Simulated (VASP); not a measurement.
# Al2O3 (P-6m2) in VASP: further runs

Al2O3 is run at these levels: PBEsol+D3(BJ), PBEsol, BLYP+D3(BJ); tasks: relaxation of cell and atoms.

All numbers are computed with VASP 6.6.1; they aren't measurements. Logs are shortened: lines on timing, memory, paths and dates and some standing lists are left out, and cuts for length are marked.

### Step 1. The cell of the first run

It takes space group P-6m2 (No. 187, hexagonal). The conventional cell has a = 2.884 Å, b = 2.884 Å, c = 9.337 Å, α = 90.00°, β = 90.00°, γ = 120.00°. Al (site symmetry 3m) has 6 O at 1.80 to 2.18 Å within 2.4 Å. Within 2.4 Å of O (site symmetry 3m) lie 3 Al at 1.80 Å. Within 2.9 Å of O (site symmetry -6m2) lie 6 Al at 2.18 Å and 12 O at 2.66 to 2.88 Å.

### Step 2. Relaxation of cell and atoms, PBEsol+D3(BJ)

Input file INCAR:

```
SYSTEM = Al2O3
ALGO     = Normal         ! electronic algorithm
EDIFF    = 1E-7           ! SCF threshold, eV
EDIFFG   = -0.01          ! ionic threshold
ENCUT    = 700            ! plane-wave cutoff, eV
GGA      = PS             ! functional
GGA_COMPAT= .False.      
IBRION   = 2              ! ionic algorithm
ISIF     = 3              ! what is computed and relaxed
ISMEAR   = 0              ! smearing method
ISYM     = -1           
IVDW     = 12             ! dispersion correction
LASPH    = .True.         ! aspherical terms in the spheres
LCHARG   = .False.        ! write CHGCAR
LREAL    = .False.        ! projectors in reciprocal space
LWAVE    = .False.        ! write WAVECAR
NELM     = 120            ! most SCF steps
NELMIN   = 4            
NSW      = 100            ! ionic steps
PREC     = Accurate       ! precision mode
SIGMA    = 0.01           ! smearing width, eV
```

Input file KPOINTS:

```
explicit points
16
Reciprocal
  0.12500000   0.12500000   0.25000000 2
  0.12500000   0.12500000   0.75000000 2
  0.12500000   0.37500000   0.25000000 2
  0.12500000   0.37500000   0.75000000 2
  0.12500000   0.62500000   0.25000000 2
  0.12500000   0.62500000   0.75000000 2
  0.12500000   0.87500000   0.25000000 2
  0.12500000   0.87500000   0.75000000 2
  0.37500000   0.12500000   0.25000000 2
  0.37500000   0.12500000   0.75000000 2
  0.37500000   0.37500000   0.25000000 2
  0.37500000   0.37500000   0.75000000 2
  0.37500000   0.62500000   0.25000000 2
  0.37500000   0.62500000   0.75000000 2
  0.37500000   0.87500000   0.25000000 2
  0.37500000   0.87500000   0.75000000 2
```

Input file POSCAR:

```
Al2O3
1.0
    2.8843250000      0.0000000000      0.0000000000
   -1.4421620000      2.4978990000      0.0000000000
    0.0000000000      0.0000000000      9.3367540000
Al O
2 3
Direct
    0.0000000000      0.0000000000      0.1499920000
    0.0000000000      0.0000000000      0.8500080000
    0.3333333333      0.6666666667      0.2223170000
    0.6666666667      0.3333333333      0.0000000000
    0.3333333333      0.6666666667      0.7776830000
```

Potentials or basis: VASP PAW PBE potentials, release 64 (Al, O).

Launch:

```
> cat potpaw_PBE.64/Al/POTCAR potpaw_PBE.64/O/POTCAR > POTCAR
> mpirun -np 1 vasp_std > vasp.out
```

OUTCAR:

```text
SYSTEM = Al2O3
   EDIFF = 1E-7
   EDIFFG = -0.01
   ENCUT = 700
   GGA = PS
   IBRION = 2
   ISIF = 3
   ISMEAR = 0
   ISYM = -1
   IVDW = 12
   LASPH = .True.
   LREAL = .False.
   NELM = 120
   NELMIN = 4
   NSW = 100
   PREC = Accurate
 IVDW          = 12

 ion  position               nearest neighbor table
   1  0.000  0.000  0.150-   3 1.80   3 1.80   3 1.80   4 2.18   4 2.18   4 2.18   2 2.80
   2  0.000  0.000  0.850-   5 1.80   5 1.80   5 1.80   4 2.18   4 2.18   4 2.18   1 2.80
   3  0.333  0.667  0.222-   1 1.80   1 1.80   1 1.80
   4  0.667  0.333  0.000-   1 2.18   2 2.18   1 2.18   2 2.18   1 2.18   2 2.18
   5  0.333  0.667  0.778-   2 1.80   2 1.80   2 1.80

IMPORTANT INFORMATION: All symmetrisations will be switched off!
NOSYMM: (Re-)initialisation of all symmetry stuff for point group C_1.

----------------------------------------------------------------------------------------

                                     Primitive cell

  volume of cell :      67.2690

  direct lattice vectors                    reciprocal lattice vectors
     2.884325000  0.000000000  0.000000000     0.346701568  0.200168152  0.000000000
    -1.442162000  2.497899000  0.000000000     0.000000000  0.400336443  0.000000000
     0.000000000  0.000000000  9.336754000     0.000000000  0.000000000  0.107103604

  length of vectors
     2.884325000  2.884324990  9.336754000     0.400336441  0.400336443  0.107103604

  position of ions in fractional coordinates (direct lattice)
     0.000000000  0.000000000  0.149992000
     0.000000000  0.000000000  0.850008000
     0.333333333  0.666666667  0.222317000
     0.666666667  0.333333333  0.000000000
     0.333333333  0.666666667  0.777683000

  ion indices of the primitive-cell ions
   primitive index   ion index
                 1           1
                 2           2
                 3           3
                 4           4
                 5           5

----------------------------------------------------------------------------------------

 KPOINTS: explicit points

Read explicit list of k-points.

 Found     16 k-points:

 Following reciprocal coordinates:
            Coordinates               Weight
  0.125000  0.125000  0.250000      0.062500
  0.125000  0.125000  0.750000      0.062500
  0.125000  0.375000  0.250000      0.062500
  0.125000  0.375000  0.750000      0.062500
  0.125000  0.625000  0.250000      0.062500
  0.125000  0.625000  0.750000      0.062500
[... 8 lines left out ...]
  0.375000  0.875000  0.250000      0.062500
  0.375000  0.875000  0.750000      0.062500
   k-points           NKPTS =     16   k-points in BZ     NKDIM =     16   number of bands    NBANDS=     16
   number of dos      NEDOS =    301   number of ions     NIONS =      5
   total plane-waves  NPLWV =  65856
   dimension x,y,z NGX =    28 NGY =   28 NGZ =   84
   dimension x,y,z NGXF=    56 NGYF=   56 NGZF=  168
   ions per type =               2   3
   NGX,Y,Z   is equivalent  to a cutoff of  16.14, 16.14, 14.96 a.u.
   NGXF,Y,Z  is equivalent  to a cutoff of  32.28, 32.28, 29.91 a.u.
 SYSTEM =  Al2O3
   PREC   = accura    normal or accurate (medium, high low for compatibility)
   ISTART =      0    job   : 0-new  1-cont  2-samecut
   ICHARG =      2    charge: 1-file 2-atom 10-const
   ISPIN  =      1    spin polarized calculation?
   LNONCOLLINEAR =      F non collinear calculations
   LSORBIT =      F    spin-orbit coupling
   LASPH  =      T    aspherical Exc in radial PAW
   ENCUT  =  700.0 eV  51.45 Ry    7.17 a.u.   6.22  6.22 20.14*2*pi/ulx,y,z
   NELM   =    120;   NELMIN=  4; NELMDL= -5     # of ELM steps
   EDIFF  = 0.1E-06   stopping-criterion for ELM
   LREAL  =      F    real-space projection
   EDIFFG = -.1E-01   stopping-criterion for IOM
   NSW    =    100    number of steps for IOM
   IBRION =      2    ionic relax: 0-MD 1-quasi-New 2-CG
   NFREE  =      1    steps in history (QN), initial steepest desc. (CG)
   ISIF   =      3    stress and relaxation
   ISYM   =     -1    0-nonsym 1-usesym 2-fastsym
   POTIM  = 0.5000    time-step for ionic-motion
   TEBEG  =    0.0;   TEEND  =   0.0 temperature during run
   PSTRESS=    0.0 pullay stress
   NELECT =      24.0000    total number of electrons
   NUPDOWN=      -1.0000    fix difference up-down
   EMIN   =  10.00;   EMAX   =-10.00  energy-range for DOS
   EFERMI =   0.00;   METHOD = LEGACY
   ISMEAR =     0;   SIGMA  =   0.01  broadening in eV -4-tet -1-fermi 0-gaus
   EFERMI_NEDOS =   21; number of points for ismear=-14 and -15
   IALGO  =     38    algorithm
   IMIX   =      4    mixing-type and parameters
     AMIX     =   0.40;   BMIX     =  1.00
     AMIX_MAG =   1.60;   BMIX_MAG =  1.00
  volume/ion in A,a.u.               =      13.45        90.79
  Fermi-wavevector in a.u.,A,eV,Ry     =   1.161111  2.194181 18.343072  1.348178
  Thomas-Fermi vector in A             =   2.297686
   LORBIT       =      0    0 simple, 1 ext, 2 COOP (PROOUT), +10 PAW based schemes
   GGA     = PS    functional components
   LHFCALC =     F    Hartree Fock is set to
   AEXX    =    0.0000 exact exchange contribution
   IVDW    =    12    specifies the selected vdW correction
   LEPSILON=     F    determine dielectric tensor
   LRPA    =     F    only Hartree local field effects (RPA)
 conjugate gradient relaxation of ions
 non-spin polarized calculation
 Gauss-broadening in eV      SIGMA  =   0.01
  energy-cutoff  :      700.00
  volume of cell :       67.27
 maximum number of plane-waves:      2835
 NGX is ok and might be reduce to    28
   NGX = 13   NGY = 13   NGZ = 41

--------------------------------------- Ionic step        1  -------------------------------------------

 number of electron      23.9999998 magnetization

 Free energy of the ion-electron system (eV)
  ---------------------------------------------------
  ext. energy  EPLUGINS =         0.00000000
  ---------------------------------------------------
  free energy    TOTEN  =       -38.15712549 eV

  energy without entropy =      -38.15712549  energy(sigma->0) =      -38.15712549

------------------------ aborting loop because EDIFF is reached ----------------------------------------

 Edisp (eV)   -0.64285

 E8    (eV) :    -0.3899

  FORCE on cell =-STRESS in cart. coord.  units (eV):
  Direction    XX          YY          ZZ          XY          YZ          ZX
  --------------------------------------------------------------------------------------
  -------------------------------------------------------------------------------------
  Total      -2.06976    -1.99813    -1.41595     0.06203     0.00000     0.00000
  in kB     -49.29638   -47.59045   -33.72424     1.47736     0.00000     0.00000
  external pressure =      -43.54 kB  Pullay stress =        0.00 kB
[... 106 lines left out ...]
  FREE ENERGIE OF THE ION-ELECTRON SYSTEM (eV)
  ---------------------------------------------------
  free  energy   TOTEN  =       -38.8267012689 eV

  energy  without entropy=      -38.8267012689  energy(sigma->0) =      -38.82670127

 E-fermi :   2.5412     XC(G=0):  -9.9028

 val. band max:        2.4404772410   @ k =   0.3750   0.3750   0.7500
 cond. band min:       8.4297969492   @ k =   0.1250   0.8750   0.7500
 fundamental gap:      5.9893197082
 Fermi energy:         2.5412398887

 k-point     1 :       0.1250    0.1250    0.2500
  band No.  band energies     occupation
      1     -15.8616      2.00000
      2     -14.6960      2.00000
      3     -13.9034      2.00000
      4      -2.6323      2.00000
      5      -1.0081      2.00000
      6      -0.2774      2.00000
[... 8 lines left out ...]
     15      12.2972      0.00000
     16      13.8122      0.00000
[... 268 lines left out ...]
  band No.  band energies     occupation
      1     -15.1908      2.00000
      2     -14.2369      2.00000
      3     -13.7349      2.00000
      4      -2.8247      2.00000
      5      -2.4995      2.00000
      6      -1.4895      2.00000
[... 8 lines left out ...]
     15      12.6623      0.00000
     16      13.3551      0.00000

[... ionic steps 4 to 59 ...]

--------------------------------------- Ionic step       60  -------------------------------------------

 number of electron      24.0000000 magnetization

------------------------ aborting loop because EDIFF is reached ----------------------------------------

 Edisp (eV)   -0.81776

 E8    (eV) :    -0.4932
[... 75 lines left out ...]
  energy  without entropy=      -38.9668336049  energy(sigma->0) =      -38.96683360

--------------------------------------- Ionic step       62  -------------------------------------------

 number of electron      24.0000000 magnetization

 Free energy of the ion-electron system (eV)
  ---------------------------------------------------
  ext. energy  EPLUGINS =         0.00000000
  ---------------------------------------------------
  free energy    TOTEN  =       -38.14882601 eV

  energy without entropy =      -38.14882601  energy(sigma->0) =      -38.14882601

 E-fermi :   3.8971     XC(G=0): -10.7183

 val. band max:        3.8284360394   @ k =   0.1250   0.1250   0.7500
 cond. band min:       9.7405322380   @ k =   0.1250   0.8750   0.2500
 fundamental gap:      5.9120961986
 Fermi energy:         3.8970866888

 k-point     1 :       0.1250    0.1250    0.2500
  band No.  band energies     occupation
      1     -14.5628      2.00000
      2     -13.5267      2.00000
      3     -12.5838      2.00000
      4      -1.2462      2.00000
      5       0.1930      2.00000
      6       0.8236      2.00000
[... 8 lines left out ...]
     15      13.8820      0.00000
     16      15.6016      0.00000
[... 319 lines left out ...]
  FREE ENERGIE OF THE ION-ELECTRON SYSTEM (eV)
  ---------------------------------------------------
  free  energy   TOTEN  =       -38.9668577883 eV

  energy  without entropy=      -38.9668577883  energy(sigma->0) =      -38.96685779

 reached required accuracy - stopping structural energy minimisation
```

Run time: 11 min. Hardware: 1 thread of Intel Xeon 6975P-C (Granite Rapids), shared host; peak memory 0.27 GiB.

Results:

| Property | Result |
| --- | --- |
| Free energy | -38.9669 eV |
| Relaxed volume | 10.09 Å³/atom |
| Relaxed cell | a = 2.836 Å, b = 2.836 Å, c = 7.158 Å, α = 90.00°, β = 90.00°, γ = 118.87° |
| Space group after relaxing (to 0.1 Å) | Amm2 (No. 38) |
| Energy gained by relaxing | 33.4 meV/atom |
| Ionic steps | 62 |
| Pressure after relaxing | 0.1 GPa |
| Largest force after relaxing | 0.010 eV/Å |
| Band gap on the k mesh | 5.91 eV (least direct gap 5.94 eV) |
| Dispersion energy per atom | -0.164 eV |

Forces in eV/Å, atoms in the order of the input:
```
Al  -0.002  0.001 -0.001
Al  -0.002  0.001  0.001
O   -0.002  0.001 -0.009
O    0.009 -0.005  0.000
O   -0.002  0.001  0.009
```

Step by step:
| step | energy change (eV) | largest force (eV/Å) | pressure (GPa) | volume (Å³) |
| --- | --- | --- | --- | --- |
| 1 | 0.0000 | 0.1586 | -4.35 | 67.27 |
| 3 | -0.0267 | 0.2250 | -0.12 | 65.47 |
| 5 | -0.0292 | 0.0616 | -0.09 | 65.26 |
| 7 | -0.0316 | 0.0555 | 0.00 | 64.92 |
| 9 | -0.0380 | 0.0970 | 0.49 | 63.37 |
| 11 | -0.0386 | 0.1156 | 0.75 | 62.85 |
| 13 | -0.0393 | 0.1163 | 0.71 | 62.79 |
| 15 | -0.0423 | 0.1285 | 0.55 | 62.49 |
| 17 | -0.0538 | 0.2036 | -0.01 | 61.29 |
| 19 | -0.0893 | 0.6652 | -0.92 | 56.40 |
| 21 | -0.1067 | 0.5408 | -0.60 | 54.98 |
| 23 | -0.1255 | 0.3292 | 0.28 | 52.94 |
| 25 | -0.1356 | 0.2400 | -0.03 | 53.37 |
| 27 | -0.1426 | 0.1447 | -1.24 | 53.57 |
| 29 | -0.1466 | 0.2134 | 0.43 | 53.00 |
| 31 | -0.1542 | 0.1055 | -0.13 | 52.71 |
| 33 | -0.1551 | 0.1023 | -0.33 | 52.56 |
| 35 | -0.1599 | 0.1186 | 0.42 | 52.04 |
| 37 | -0.1609 | 0.0585 | -0.24 | 52.04 |
| 39 | -0.1629 | 0.0647 | -0.22 | 51.69 |
| 41 | -0.1637 | 0.0583 | -0.04 | 51.46 |
| 43 | -0.1649 | 0.0456 | 0.28 | 51.06 |
| 45 | -0.1657 | 0.0486 | -0.06 | 50.81 |
| 47 | -0.1660 | 0.0337 | 0.04 | 50.74 |
| 49 | -0.1661 | 0.0245 | -0.09 | 50.73 |
| 51 | -0.1662 | 0.0231 | -0.03 | 50.72 |
| 53 | -0.1663 | 0.0129 | 0.24 | 50.57 |
| 55 | -0.1664 | 0.0164 | 0.18 | 50.56 |
| 57 | -0.1666 | 0.0514 | -0.08 | 50.53 |
| 59 | -0.1668 | 0.0308 | -0.03 | 50.46 |
| 61 | -0.1669 | 0.0185 | 0.01 | 50.44 |
| 62 | -0.1669 | 0.0099 | 0.06 | 50.43 |

Final structure:
```cif
data_structure
_symmetry_space_group_name_H-M 'P 1'
_symmetry_Int_Tables_number 1
_cell_length_a 2.8365
_cell_length_b 2.8365
_cell_length_c 7.1584
_cell_angle_alpha 90.000
_cell_angle_beta 90.000
_cell_angle_gamma 118.871
_cell_volume 50.43
loop_
_atom_site_label
_atom_site_type_symbol
_atom_site_fract_x
_atom_site_fract_y
_atom_site_fract_z
_atom_site_occupancy
Al1 Al 0.99508 0.00492 0.19318 1
Al2 Al 0.99508 0.00492 0.80682 1
O1 O 0.33250 0.66750 0.28789 1
O2 O 0.67817 0.32183 0.00000 1
O3 O 0.33250 0.66750 0.71211 1
```

Caveat: the volume moved by over 15 % at a fixed basis, so the end points are rough; the PAW data sets were made with another functional, which shifts forces and pressure a little; a shifted mesh leaves out Γ, where band edges can lie.

(Continued in part 2 of 2.)
